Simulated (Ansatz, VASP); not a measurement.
Two plane-wave programs on Sr2B3

```
CELL_PARAMETERS angstrom
2.25626 -5.12013 0.00000
2.25626 5.12013 0.00000
0.00000 0.00000 5.84535
ATOMIC_POSITIONS crystal
Sr 0.00000 0.00000 0.50000
Sr 0.50000 0.50000 0.00000
B 0.00000 0.50000 0.00000
B 0.50000 0.00000 0.00000
B 0.50000 0.50000 0.50000
```

Alike in both runs: functional PBE; k mesh 10 × 10 × 8; occupations gaussian, width 0.1 eV; no spin polarisation.

Ansatz relaxed the structure, and its values are those at the end. VASP's run is a single point on that final structure, the one shown.

|  | VASP | Ansatz |
| --- | --- | --- |
| version | VASP 6.6.1 | Ansatz 0.2.0 |
| potentials or method | VASP PAW PBE potentials, release 64 (Sr_sv, B), cutoff 520 eV | scalar-relativistic, plane waves, PAW |
| valence electrons in the cell | 29 | 29 |

```tsv
	VASP	Ansatz	Ansatz less VASP
gap on the k mesh at the Fermi level (eV)	none	none	-
pressure (GPa)	0.1	0.0	-0.11
```

A gap of «none» marks a metal or a gap that the smearing closes. With one functional, cell and mesh, what is left measures potentials, basis and numerics.
